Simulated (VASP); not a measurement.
# H2 in VASP: a series of runs

Runs on H2. Level: LDA. Tasks: single point, relaxation of the atoms.

All numbers are computed with VASP 6.6.1; they aren't measurements. Logs are shortened: lines on timing, memory, paths and dates and some standing lists are left out, and cuts for length are marked.

## Step 1: The cell of the first run

The cell holds a molecule in a box, 2 atoms: a = 9.000 Å, b = 9.500 Å, c = 10.000 Å, α = 90.00°, β = 90.00°, γ = 90.00°.

## Step 2: Single point, LDA

INCAR reads:

```
SYSTEM = H
PREC = Accurate
ENCUT = 520
EDIFF = 1E-7
ISMEAR = -1
SIGMA = 0.05
LREAL = .FALSE.
LASPH = .TRUE.
NELM = 80
ALGO = Normal
ISIF = 2
LWAVE = .FALSE.
LCHARG = .FALSE.
GGA = CA
NBANDS = 8
```

KPOINTS reads:

```
Automatic mesh
0
G
  1 1 1
  0 0 0
```

POSCAR reads:

```
H
1.0
    9.0000000000      0.0000000000      0.0000000000
    0.0000000000      9.5000000000      0.0000000000
    0.0000000000      0.0000000000     10.0000000000
H
2
Direct
    0.5000000000      0.5000000000      0.4617381271
    0.5000000000      0.5000000000      0.5382618729
```

Potentials or basis: VASP PAW LDA potentials, release 64 (H).

Command:

```bash
> cat potpaw_LDA.64/H/POTCAR > POTCAR
> mpirun -np 1 vasp_gam > vasp.out
```

OUTCAR:

```text
SYSTEM = H
   PREC = Accurate
   ENCUT = 520
   EDIFF = 1E-7
   ISMEAR = -1
   LREAL = .FALSE.
   LASPH = .TRUE.
   NELM = 80
   ISIF = 2
   GGA = CA

 ion  position               nearest neighbor table
   1  0.500  0.500  0.462-   2 0.77
   2  0.500  0.500  0.538-   1 0.77

  LATTYP: Found a simple orthorhombic cell.
 ALAT       =     9.0000000000
 B/A-ratio  =     1.0555555556
 C/A-ratio  =     1.1111111111

  Lattice vectors:

 A1 = (   9.0000000000,   0.0000000000,   0.0000000000)
 A2 = (   0.0000000000,   9.5000000000,   0.0000000000)
 A3 = (   0.0000000000,   0.0000000000,  10.0000000000)

Analysis of symmetry for initial positions (statically):
=====================================================================
 Subroutine PRICEL returns:
 Original cell was already a primitive cell.

 Routine SETGRP: Setting up the symmetry group for a
 simple orthorhombic supercell.

 Subroutine GETGRP returns: Found  8 space group operations
 (whereof  8 operations were pure point group operations)
 out of a pool of  8 trial point group operations.

The static configuration has the point symmetry D_2h.

Analysis of symmetry for dynamics (positions and initial velocities):
=====================================================================
 Subroutine PRICEL returns:
 Original cell was already a primitive cell.

 Routine SETGRP: Setting up the symmetry group for a
 simple orthorhombic supercell.

 Subroutine GETGRP returns: Found  8 space group operations
 (whereof  8 operations were pure point group operations)
 out of a pool of  8 trial point group operations.

The dynamic configuration has the point symmetry D_2h.

 Subroutine INISYM returns: Found  8 space group operations
 (whereof  8 operations are pure point group operations),
 and found     1 'primitive' translations

----------------------------------------------------------------------------------------

                                     Primitive cell

  volume of cell :     855.0000

  direct lattice vectors                    reciprocal lattice vectors
     9.000000000  0.000000000  0.000000000     0.111111111  0.000000000  0.000000000
     0.000000000  9.500000000  0.000000000     0.000000000  0.105263158  0.000000000
     0.000000000  0.000000000 10.000000000     0.000000000  0.000000000  0.100000000

  length of vectors
     9.000000000  9.500000000 10.000000000     0.111111111  0.105263158  0.100000000

  position of ions in fractional coordinates (direct lattice)
     0.500000000  0.500000000  0.461738127
     0.500000000  0.500000000  0.538261873

  ion indices of the primitive-cell ions
   primitive index   ion index
                 1           1
                 2           2

----------------------------------------------------------------------------------------

 KPOINTS: Automatic mesh

Automatic generation of k-mesh.
 Grid dimensions read from file:
 generate k-points for:    1    1    1

 Generating k-lattice:

  Cartesian coordinates                     Fractional coordinates (reciprocal lattice)
     0.111111111  0.000000000  0.000000000     1.000000000  0.000000000  0.000000000
     0.000000000  0.105263158  0.000000000     0.000000000  1.000000000  0.000000000
     0.000000000  0.000000000  0.100000000     0.000000000  0.000000000  1.000000000

  Length of vectors
     0.111111111  0.105263158  0.100000000

  Shift w.r.t. Gamma in fractional coordinates (k-lattice)
     0.000000000  0.000000000  0.000000000

 Subroutine IBZKPT returns following result:
 ===========================================

 Found      1 irreducible k-points:

 Following reciprocal coordinates:
            Coordinates               Weight
  0.000000  0.000000  0.000000      1.000000
   k-points           NKPTS =      1   k-points in BZ     NKDIM =      1   number of bands    NBANDS=      8
   number of dos      NEDOS =    301   number of ions     NIONS =      2
   total plane-waves  NPLWV = 403200
   dimension x,y,z NGX =    70 NGY =   72 NGZ =   80
   dimension x,y,z NGXF=   140 NGYF=  144 NGZF=  160
   ions per type =               2
   NGX,Y,Z   is equivalent  to a cutoff of  12.93, 12.60, 13.30 a.u.
   NGXF,Y,Z  is equivalent  to a cutoff of  25.86, 25.20, 26.60 a.u.
 SYSTEM =  H
   PREC   = accura    normal or accurate (medium, high low for compatibility)
   ISTART =      0    job   : 0-new  1-cont  2-samecut
   ICHARG =      2    charge: 1-file 2-atom 10-const
   ISPIN  =      1    spin polarized calculation?
   LNONCOLLINEAR =      F non collinear calculations
   LSORBIT =      F    spin-orbit coupling
   LASPH  =      T    aspherical Exc in radial PAW
   ENCUT  =  520.0 eV  38.22 Ry    6.18 a.u.  16.73 17.66 18.59*2*pi/ulx,y,z
   NELM   =     80;   NELMIN=  2; NELMDL= -5     # of ELM steps
   EDIFF  = 0.1E-06   stopping-criterion for ELM
   LREAL  =      F    real-space projection
   EDIFFG = 0.1E-05   stopping-criterion for IOM
   NSW    =      0    number of steps for IOM
   IBRION =     -1    ionic relax: 0-MD 1-quasi-New 2-CG
   NFREE  =      0    steps in history (QN), initial steepest desc. (CG)
   ISIF   =      2    stress and relaxation
   ISYM   =      2    0-nonsym 1-usesym 2-fastsym
   POTIM  = 0.5000    time-step for ionic-motion
   TEBEG  =    0.0;   TEEND  =   0.0 temperature during run
   PSTRESS=    0.0 pullay stress
   NELECT =       2.0000    total number of electrons
   NUPDOWN=      -1.0000    fix difference up-down
   EMIN   =  10.00;   EMAX   =-10.00  energy-range for DOS
   EFERMI =   0.00;   METHOD = LEGACY
   ISMEAR =    -1;   SIGMA  =   0.05  broadening in eV -4-tet -1-fermi 0-gaus
   EFERMI_NEDOS =   21; number of points for ismear=-14 and -15
   IALGO  =     38    algorithm
   IMIX   =      4    mixing-type and parameters
     AMIX     =   0.40;   BMIX     =  1.00
     AMIX_MAG =   1.60;   BMIX_MAG =  1.00
  volume/ion in A,a.u.               =     427.50      2884.91
  Fermi-wavevector in a.u.,A,eV,Ry     =   0.217318  0.410672  0.642565  0.047227
  Thomas-Fermi vector in A             =   0.994036
   LORBIT       =      0    0 simple, 1 ext, 2 COOP (PROOUT), +10 PAW based schemes
   GGA     = CA    functional components
   LHFCALC =     F    Hartree Fock is set to
   AEXX    =    0.0000 exact exchange contribution
   IVDW    =     0    specifies the selected vdW correction
   LEPSILON=     F    determine dielectric tensor
   LRPA    =     F    only Hartree local field effects (RPA)
 non-spin polarized calculation
  energy-cutoff  :      520.00
  volume of cell :      855.00
 maximum number of plane-waves:     11510
 NGX is ok and might be reduce to    70
   NGX = 33   NGY = 35   NGZ = 37

 number of electron       2.0000000 magnetization

 Free energy of the ion-electron system (eV)
  ---------------------------------------------------
  ext. energy  EPLUGINS =         0.00000000
  ---------------------------------------------------
  free energy    TOTEN  =        -6.69838734 eV

  energy without entropy =       -6.69838734  energy(sigma->0) =       -6.69838734

 E-fermi :  -8.9257     XC(G=0):  -0.4178

 val. band max:      -10.1152068877   @ k =   0.0000   0.0000   0.0000
 cond. band min:      -0.1474346732   @ k =   0.0000   0.0000   0.0000
 fundamental gap:      9.9677722145
 Fermi energy:        -8.9257161733

 k-point     1 :       0.0000    0.0000    0.0000
  band No.  band energies     occupation
      1     -10.1152      2.00000
      2      -0.1474      0.00000
      3       0.3477      0.00000
      4       1.0674      0.00000
      5       1.1954      0.00000
      6       1.3817      0.00000
      7       1.5478      0.00000
      8       1.7402      0.00000

------------------------ aborting loop because EDIFF is reached ----------------------------------------

  FORCE on cell =-STRESS in cart. coord.  units (eV):
  Direction    XX          YY          ZZ          XY          YZ          ZX
  --------------------------------------------------------------------------------------
  -------------------------------------------------------------------------------------
  Total       -0.0265000     -0.0257591     -0.0191641      0.0000000      0.0000000      0.0000000
  in kB       -0.0496581     -0.0482697     -0.0359115      0.0000000      0.0000000      0.0000000
  external PRESSURE =      -0.0446131 kB  Pullay stress =       0.0000000 kB

 VOLUME and BASIS-vectors are now :
 -----------------------------------------------------------------------------
  energy-cutoff  :      520.00
  volume of cell :      855.00
      direct lattice vectors                 reciprocal lattice vectors
     9.000000000  0.000000000  0.000000000     0.111111111  0.000000000  0.000000000
     0.000000000  9.500000000  0.000000000     0.000000000  0.105263158  0.000000000
     0.000000000  0.000000000 10.000000000     0.000000000  0.000000000  0.100000000

 POSITION                                       TOTAL-FORCE (eV/Angst)
 -----------------------------------------------------------------------------------
      4.50000      4.75000      4.61738         0.000000      0.000000     -0.015875
      4.50000      4.75000      5.38262         0.000000      0.000000      0.015875
 -----------------------------------------------------------------------------------
    total drift:                                0.000000      0.000000      0.000000

  FREE ENERGIE OF THE ION-ELECTRON SYSTEM (eV)
  ---------------------------------------------------
  free  energy   TOTEN  =        -6.6983873410 eV

  energy  without entropy=       -6.6983873409  energy(sigma->0) =       -6.69838734
```

It took 34 s on 1 thread of Intel Xeon 8259CL, shared host; peak memory 0.49 GiB.

Results:

```yaml
Free_energy: -6.6984 eV
Largest_force: 0.016 eV/Å
Gap_between_the_frontier_levels: 9.97 eV
```

Forces in eV/Å, atoms in the order of the input:
```
H    0.000  0.000 -0.016
H    0.000  0.000  0.016
```

## Step 3: Relaxation of the atoms, LDA

INCAR reads:

```
SYSTEM = H
PREC = Accurate ; ENCUT = 520
EDIFF = 1E-7 ; ISMEAR = -1
SIGMA = 0.05 ; LREAL = .FALSE.
LASPH = .TRUE. ; NELM = 80
ALGO = Normal ; ISIF = 2
LWAVE = .FALSE. ; LCHARG = .FALSE.
IBRION = 2 ; NSW = 60
EDIFFG = -0.01
```

KPOINTS is that of step 2.

POSCAR reads:

```
H
1.0
    9.0000000000      0.0000000000      0.0000000000
    0.0000000000      9.5000000000      0.0000000000
    0.0000000000      0.0000000000     10.0000000000
H
2
Direct
    0.5000000000      0.5000000000      0.4625000000
    0.5000000000      0.5000000000      0.5375000000
```

Potentials or basis: VASP PAW LDA potentials, release 64 (H).

Command:

```bash
> cat potpaw_LDA.64/H/POTCAR > POTCAR
> mpirun -np 1 vasp_gam > vasp.out
```

OUTCAR:

```text
SYSTEM = H
   PREC = Accurate
   ENCUT = 520
   EDIFF = 1E-7
   ISMEAR = -1
   LREAL = .FALSE.
   LASPH = .TRUE.
   NELM = 80
   ISIF = 2
   IBRION = 2
   NSW = 60
   EDIFFG = -0.01

 ion  position               nearest neighbor table
   1  0.500  0.500  0.462-   2 0.75
   2  0.500  0.500  0.538-   1 0.75

  LATTYP: Found a simple orthorhombic cell.
 ALAT       =     9.0000000000
 B/A-ratio  =     1.0555555556
 C/A-ratio  =     1.1111111111

  Lattice vectors:

 A1 = (   9.0000000000,   0.0000000000,   0.0000000000)
 A2 = (   0.0000000000,   9.5000000000,   0.0000000000)
 A3 = (   0.0000000000,   0.0000000000,  10.0000000000)

Analysis of symmetry for initial positions (statically):
=====================================================================
 Subroutine PRICEL returns:
 Original cell was already a primitive cell.

 Routine SETGRP: Setting up the symmetry group for a
 simple orthorhombic supercell.

 Subroutine GETGRP returns: Found  8 space group operations
 (whereof  8 operations were pure point group operations)
 out of a pool of  8 trial point group operations.
[... 123 lines left out ...]
 non-spin polarized calculation
  energy-cutoff  :      520.00
  volume of cell :      855.00
 maximum number of plane-waves:     11510
 NGX is ok and might be reduce to    70
   NGX = 33   NGY = 35   NGZ = 37

--------------------------------------- Ionic step        1  -------------------------------------------

 number of electron       2.0000001 magnetization

 Free energy of the ion-electron system (eV)
  ---------------------------------------------------
  ext. energy  EPLUGINS =         0.00000000
  ---------------------------------------------------
  free energy    TOTEN  =        -6.69427153 eV

  energy without entropy =       -6.69427153  energy(sigma->0) =       -6.69427153

------------------------ aborting loop because EDIFF is reached ----------------------------------------

  FORCE on cell =-STRESS in cart. coord.  units (eV):
  Direction    XX          YY          ZZ          XY          YZ          ZX
  --------------------------------------------------------------------------------------
  -------------------------------------------------------------------------------------
  Total       -0.0268375     -0.0261217      0.3669679     -0.0000000      0.0000000      0.0000000
  in kB       -0.0502906     -0.0489492      0.6876580     -0.0000000      0.0000000      0.0000000
  external PRESSURE =       0.1961394 kB  Pullay stress =       0.0000000 kB
[... 59 lines left out ...]
--------------------------------------- Ionic step        3  -------------------------------------------

 number of electron       2.0000000 magnetization

 Free energy of the ion-electron system (eV)
  ---------------------------------------------------
  ext. energy  EPLUGINS =         0.00000000
  ---------------------------------------------------
  free energy    TOTEN  =        -6.69839142 eV

  energy without entropy =       -6.69839142  energy(sigma->0) =       -6.69839142

 E-fermi :  -8.8953     XC(G=0):  -0.4163

 val. band max:      -10.1127497969   @ k =   0.0000   0.0000   0.0000
 cond. band min:      -0.1464396189   @ k =   0.0000   0.0000   0.0000
 fundamental gap:      9.9663101780
 Fermi energy:        -8.8953275375

 k-point     1 :       0.0000    0.0000    0.0000
  band No.  band energies     occupation
      1     -10.1127      2.00000
      2      -0.1464      0.00000
      3       0.3452      0.00000
      4       1.0660      0.00000
      5       1.1946      0.00000
[... 27 lines left out ...]
  FREE ENERGIE OF THE ION-ELECTRON SYSTEM (eV)
  ---------------------------------------------------
  free  energy   TOTEN  =        -6.6983914222 eV

  energy  without entropy=       -6.6983914221  energy(sigma->0) =       -6.69839142

 reached required accuracy - stopping structural energy minimisation
```

Wall time 72 s (1 thread of Intel Xeon 8259CL, shared host); peak memory 0.5 GiB.

What came out:

* Free energy: -6.6984 eV
* Energy gained by relaxing: 2.1 meV/atom
* Ionic steps: 3
* Gap between the frontier levels: 9.97 eV

The path:
```tsv
step	energy change (eV)	largest force (eV/Å)	pressure (GPa)
1	0.0000	0.5327	0.02
2	0.0149	1.0289	-0.06
3	-0.0041	0.0011	-0.01
```

Final structure:
```cif
data_structure
_symmetry_space_group_name_H-M 'P 1'
_symmetry_Int_Tables_number 1
_cell_length_a 9.0000
_cell_length_b 9.5000
_cell_length_c 10.0000
_cell_angle_alpha 90.000
_cell_angle_beta 90.000
_cell_angle_gamma 90.000
_cell_volume 855.00
loop_
_atom_site_label
_atom_site_type_symbol
_atom_site_fract_x
_atom_site_fract_y
_atom_site_fract_z
_atom_site_occupancy
H1 H 0.50000 0.50000 0.46171 1
H2 H 0.50000 0.50000 0.53829 1
```
